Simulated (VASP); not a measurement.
# MgBe2Te3 (P1) in VASP: single point with PBE

Aim: the single point of MgBe2Te3 with PBE.

All numbers are computed with VASP 6.6.1; they aren't measurements. Logs are shortened: lines on timing, memory, paths and dates and some standing lists are left out, and cuts for length are marked.

## (1) The cell of the first run

The typed cell holds 12 atoms: a = 4.107 Å, b = 8.033 Å, c = 9.955 Å, α = 101.61°, β = 101.84°, γ = 90.02°.

## (2) Single point, PBE

Input file INCAR:

```
PREC = Accurate
ENCUT = 520
EDIFF = 1E-6
ISMEAR = 0
SIGMA = 0.02
LREAL = False
LASPH = True
NELM = 100
ALGO = Normal
ISIF = 2
LWAVE = False
LCHARG = False
GGA = PE
NBANDS = 36
```

Input file KPOINTS:

```
regular mesh
0
Gamma
  8 4 4
```

Input file POSCAR:

```
MgBe2Te3
1.0
    4.1066725943      0.0049606057     -0.0080095515
   -0.0127423953      8.0330191390     -0.0040516441
   -2.0207534986     -2.0021139792      9.5399728938
Mg Be Te
2 4 6
Direct
    0.9203992875      0.8789233258      0.5085737017
    0.9198998440      0.3349817216      0.5076452353
    0.2423773505      0.5178326780      0.1524842810
    0.2467019956      0.0178466177      0.1601024030
    0.6079692933      0.1981213234      0.8812919717
    0.5893380679      0.6912324707      0.8443858310
    0.3156464876      0.3080178967      0.2986950319
    0.3167777606      0.7992545046      0.3008401480
    0.4851871467      0.1386290157      0.6364864471
    0.0166190154      0.6546615175      0.6985195941
    0.6682442158      0.4858393466      0.0033938412
    0.6708395348      0.9746595816      0.0075815139
```

Potentials or basis: VASP PAW PBE potentials, release 64 (Mg, Be, Te).

Launch:

```sh
$ cat potpaw_PBE.64/Mg/POTCAR potpaw_PBE.64/Be/POTCAR potpaw_PBE.64/Te/POTCAR > POTCAR
$ mpirun -np 1 vasp_std > vasp.out
```

OUTCAR:

```text
PREC = Accurate
   ENCUT = 520
   EDIFF = 1E-6
   ISMEAR = 0
   LREAL = False
   LASPH = True
   NELM = 100
   ISIF = 2
   GGA = PE

 ion  position               nearest neighbor table
   1  0.920  0.879  0.509-  10 2.84   8 2.86   8 2.86   9 3.01   9 3.01
   2  0.920  0.335  0.508-  10 2.84   7 2.87   7 2.87   9 3.01   9 3.02
   3  0.242  0.518  0.152-   8 2.42   7 2.42  11 2.50  11 2.50
   4  0.247  0.018  0.160-   8 2.44   7 2.44  12 2.52  12 2.52
   5  0.608  0.198  0.881-   9 2.33  11 2.37  12 2.38
   6  0.589  0.691  0.844-  10 2.48  10 2.48  11 2.48  12 2.49
   7  0.316  0.308  0.299-   3 2.42   4 2.44   2 2.87   2 2.87
   8  0.317  0.799  0.301-   3 2.42   4 2.44   1 2.86   1 2.86
   9  0.485  0.139  0.636-   5 2.33   1 3.01   1 3.01   2 3.01   2 3.02
  10  0.017  0.655  0.699-   6 2.48   6 2.48   1 2.84   2 2.84
  11  0.668  0.486  0.003-   5 2.37   6 2.48   3 2.50   3 2.50
  12  0.671  0.975  0.008-   5 2.38   6 2.49   4 2.52   4 2.52

  LATTYP: Found a triclinic cell.
 ALAT       =    11.4647597741
 B/A-ratio  =     0.7006714860
 C/A-ratio  =     0.3582005626
 COS(alpha) =     0.0003773291
 COS(beta)  =     0.1783556059
 COS(gamma) =     0.5258996172

  Lattice vectors:

 A1 = (  -2.0334958939,   6.0309051598,   9.5359212497)
 A2 = (  -0.0127423953,   8.0330191390,  -0.0040516441)
 A3 = (  -4.1066725943,  -0.0049606057,   0.0080095515)

Analysis of symmetry for initial positions (statically):
=====================================================================
 Subroutine PRICEL returns:
 Original cell was already a primitive cell.

 Routine SETGRP: Setting up the symmetry group for a
 triclinic supercell.

 Subroutine GETGRP returns: Found  1 space group operations
 (whereof  1 operations were pure point group operations)
 out of a pool of  2 trial point group operations.

The static configuration has the point symmetry C_1 .

Analysis of symmetry for dynamics (positions and initial velocities):
=====================================================================
 Subroutine PRICEL returns:
 Original cell was already a primitive cell.

 Routine SETGRP: Setting up the symmetry group for a
 triclinic supercell.

 Subroutine GETGRP returns: Found  1 space group operations
 (whereof  1 operations were pure point group operations)
 out of a pool of  2 trial point group operations.

The dynamic configuration has the point symmetry C_1 .

 Subroutine INISYM returns: Found  1 space group operations
 (whereof  1 operations are pure point group operations),
 and found     1 'primitive' translations

----------------------------------------------------------------------------------------

                                     Primitive cell

  volume of cell :     314.5511

  direct lattice vectors                    reciprocal lattice vectors
     4.106672594  0.004960606 -0.008009551     0.243606453  0.000412491  0.051687196
    -0.012742395  8.033019139 -0.004051644    -0.000099469  0.124499207  0.026107055
    -2.020753499 -2.002113979  9.539972894     0.000204484  0.000053221  0.104876584

  length of vectors
     4.106683401  8.033030267  9.955048363     0.249029798  0.127207078  0.104876797

  position of ions in fractional coordinates (direct lattice)
     0.920399287  0.878923326  0.508573702
     0.919899844  0.334981722  0.507645235
     0.242377350  0.517832678  0.152484281
     0.246701996  0.017846618  0.160102403
     0.607969293  0.198121323  0.881291972
     0.589338068  0.691232471  0.844385831
     0.315646488  0.308017897  0.298695032
     0.316777761  0.799254505  0.300840148
     0.485187147  0.138629016  0.636486447
     0.016619015  0.654661518  0.698519594
     0.668244216  0.485839347  0.003393841
     0.670839535  0.974659582  0.007581514

  ion indices of the primitive-cell ions
   primitive index   ion index
                 1           1
                 2           2
                 3           3
                 4           4
                 5           5
                 6           6
                 7           7
                 8           8
                 9           9
                10          10
                11          11
                12          12

----------------------------------------------------------------------------------------

 KPOINTS: regular mesh

Automatic generation of k-mesh.
 Grid dimensions read from file:
 generate k-points for:    8    4    4

 Generating k-lattice:

  Cartesian coordinates                     Fractional coordinates (reciprocal lattice)
     0.030450807  0.000051561  0.006460899     0.125000000 -0.000000000  0.000000000
    -0.000024867  0.031124802  0.006526764     0.000000000  0.250000000 -0.000000000
     0.000051121  0.000013305  0.026219146     0.000000000  0.000000000  0.250000000

  Length of vectors
     0.031128725  0.031801769  0.026219199

  Shift w.r.t. Gamma in fractional coordinates (k-lattice)
     0.000000000  0.000000000  0.000000000

 Subroutine IBZKPT returns following result:
 ===========================================

 Found     68 irreducible k-points:

 Following reciprocal coordinates:
            Coordinates               Weight
  0.000000  0.000000  0.000000      1.000000
  0.125000  0.000000 -0.000000      2.000000
  0.250000  0.000000 -0.000000      2.000000
  0.375000  0.000000  0.000000      2.000000
  0.500000  0.000000 -0.000000      1.000000
  0.000000  0.250000  0.000000      2.000000
[... 16 lines left out ...]
  0.500000  0.000000  0.250000      2.000000
 -0.375000 -0.000000  0.250000      2.000000
 [... further k-points ...]
   k-points           NKPTS =     68   k-points in BZ     NKDIM =     68   number of bands    NBANDS=     36
   number of dos      NEDOS =    301   number of ions     NIONS =     12
   total plane-waves  NPLWV = 153600
   dimension x,y,z NGX =    32 NGY =   60 NGZ =   80
   dimension x,y,z NGXF=    64 NGYF=  120 NGZF=  160
   ions per type =               2   4   6
   NGX,Y,Z   is equivalent  to a cutoff of  12.95, 12.42, 13.36 a.u.
   NGXF,Y,Z  is equivalent  to a cutoff of  25.91, 24.83, 26.72 a.u.
 SYSTEM =  unknown system
   PREC   = accura    normal or accurate (medium, high low for compatibility)
   ISTART =      0    job   : 0-new  1-cont  2-samecut
   ICHARG =      2    charge: 1-file 2-atom 10-const
   ISPIN  =      1    spin polarized calculation?
   LNONCOLLINEAR =      F non collinear calculations
   LSORBIT =      F    spin-orbit coupling
   LASPH  =      T    aspherical Exc in radial PAW
   ENCUT  =  520.0 eV  38.22 Ry    6.18 a.u.   7.64 14.94 18.51*2*pi/ulx,y,z
   NELM   =    100;   NELMIN=  2; NELMDL= -5     # of ELM steps
   EDIFF  = 0.1E-05   stopping-criterion for ELM
   LREAL  =      F    real-space projection
   EDIFFG = 0.1E-04   stopping-criterion for IOM
   NSW    =      0    number of steps for IOM
   IBRION =     -1    ionic relax: 0-MD 1-quasi-New 2-CG
   NFREE  =      0    steps in history (QN), initial steepest desc. (CG)
   ISIF   =      2    stress and relaxation
   ISYM   =      2    0-nonsym 1-usesym 2-fastsym
   POTIM  = 0.5000    time-step for ionic-motion
   TEBEG  =    0.0;   TEEND  =   0.0 temperature during run
   PSTRESS=    0.0 pullay stress
   NELECT =      48.0000    total number of electrons
   NUPDOWN=      -1.0000    fix difference up-down
   EMIN   =  10.00;   EMAX   =-10.00  energy-range for DOS
   EFERMI =   0.00;   METHOD = LEGACY
   ISMEAR =     0;   SIGMA  =   0.02  broadening in eV -4-tet -1-fermi 0-gaus
   EFERMI_NEDOS =   21; number of points for ismear=-14 and -15
   IALGO  =     38    algorithm
   IMIX   =      4    mixing-type and parameters
     AMIX     =   0.40;   BMIX     =  1.00
     AMIX_MAG =   1.60;   BMIX_MAG =  1.00
  volume/ion in A,a.u.               =      26.21       176.89
  Fermi-wavevector in a.u.,A,eV,Ry     =   0.874832  1.653193 10.412970  0.765332
  Thomas-Fermi vector in A             =   1.994419
   LORBIT       =      0    0 simple, 1 ext, 2 COOP (PROOUT), +10 PAW based schemes
   GGA     = PE    functional components
   LHFCALC =     F    Hartree Fock is set to
   AEXX    =    0.0000 exact exchange contribution
   IVDW    =     0    specifies the selected vdW correction
   LEPSILON=     F    determine dielectric tensor
   LRPA    =     F    only Hartree local field effects (RPA)
 non-spin polarized calculation
 Gauss-broadening in eV      SIGMA  =   0.02
  energy-cutoff  :      520.00
  volume of cell :      314.55
 maximum number of plane-waves:      8522
   NGX = 15   NGY = 29   NGZ = 37

 number of electron      47.9999999 magnetization

 Free energy of the ion-electron system (eV)
  ---------------------------------------------------
  ext. energy  EPLUGINS =         0.00000000
  ---------------------------------------------------
  free energy    TOTEN  =       -42.17300471 eV

  energy without entropy =      -42.17300471  energy(sigma->0) =      -42.17300471

 E-fermi :   4.2737     XC(G=0):  -8.5709

 val. band max:        4.1604830877   @ k =   0.0000   0.5000   0.0000
 cond. band min:       5.1864316978   @ k =   0.5000   0.0000  -0.0000
 fundamental gap:      1.0259486102
 Fermi energy:         4.2736706618

 k-point     1 :       0.0000    0.0000    0.0000
  band No.  band energies     occupation
      1      -7.7924      2.00000
      2      -6.9187      2.00000
      3      -6.8462      2.00000
      4      -6.7808      2.00000
      5      -6.4646      2.00000
      6      -6.3611      2.00000
[... 28 lines left out ...]
     35       8.3714      0.00000
     36       8.4779      0.00000
[... 866 lines left out ...]
      6      -6.0284      2.00000
[... 28 lines left out ...]
     35       8.8475      0.00000
     36       8.9327      0.00000

 [... further k-points ...]

------------------------ aborting loop because EDIFF is reached ----------------------------------------

  FORCE on cell =-STRESS in cart. coord.  units (eV):
  Direction    XX          YY          ZZ          XY          YZ          ZX
  --------------------------------------------------------------------------------------
  -------------------------------------------------------------------------------------
  Total        0.0648265      0.1489096      0.1600501      0.0070837     -0.0010693     -0.0191617
  in kB        0.3301962      0.7584762      0.8152208      0.0360811     -0.0054467     -0.0976007
  external PRESSURE =       0.6346311 kB  Pullay stress =       0.0000000 kB

 VOLUME and BASIS-vectors are now :
 -----------------------------------------------------------------------------
  energy-cutoff  :      520.00
  volume of cell :      314.55
      direct lattice vectors                 reciprocal lattice vectors
     4.106672594  0.004960606 -0.008009551     0.243606453  0.000412491  0.051687196
    -0.012742395  8.033019139 -0.004051644    -0.000099469  0.124499207  0.026107055
    -2.020753499 -2.002113979  9.539972894     0.000204484  0.000053221  0.104876584

 POSITION                                       TOTAL-FORCE (eV/Angst)
 -----------------------------------------------------------------------------------
      2.74088      6.04675      4.84085         0.000470      0.000666      0.001054
      2.74763      1.67911      4.83420         0.000659      0.000014      0.001077
      0.68063      3.85567      1.45066         0.000574     -0.000309     -0.006146
      0.68937     -0.17596      1.52532         0.000182      0.001173     -0.005156
      0.71333     -0.16992      8.40183        -0.001487     -0.000852      0.005194
      0.70511      3.86505      8.04790        -0.000719      0.000675     -0.001175
      0.68874      1.87786      2.84577         0.000543     -0.001022      0.019354
      0.68279      5.81968      2.86423         0.000512      0.000486      0.018645
      0.70456     -0.15830      6.06762        -0.000761     -0.000849     -0.027281
     -1.35163      3.86048      6.66107        -0.000678      0.000178     -0.016137
      2.73121      3.89928      0.02506         0.000955      0.008749      0.004983
      2.72718      7.81761      0.06301        -0.000251     -0.008910      0.005587
 -----------------------------------------------------------------------------------
    total drift:                                0.000431     -0.000092      0.000778

  FREE ENERGIE OF THE ION-ELECTRON SYSTEM (eV)
  ---------------------------------------------------
  free  energy   TOTEN  =       -42.1730047112 eV

  energy  without entropy=      -42.1730047112  energy(sigma->0) =      -42.17300471
```

Run time: 9.7 min. Hardware: 1 thread of Intel Xeon Platinum 8488C (Sapphire Rapids), shared host; peak memory 0.85 GiB.

What came out:

```yaml
Free_energy: -42.1730 eV
Pressure: 0.1 GPa
Largest_force: 0.027 eV/Å
Band_gap_on_the_k_mesh: 1.03 eV (least direct gap 2.01 eV)
```

Forces on the atoms (eV/Å):
```
Mg   0.000  0.001  0.001
Mg   0.001  0.000  0.001
Be   0.001  0.000 -0.006
Be   0.000  0.001 -0.005
Be  -0.001 -0.001  0.005
Be  -0.001  0.001 -0.001
Te   0.001 -0.001  0.019
Te   0.001  0.000  0.019
Te  -0.001 -0.001 -0.027
Te  -0.001  0.000 -0.016
Te   0.001  0.009  0.005
Te   0.000 -0.009  0.006
```

Caveat: spin-orbit coupling is left out, which moves the levels of the heavy elements. A k mesh can miss the band edges.
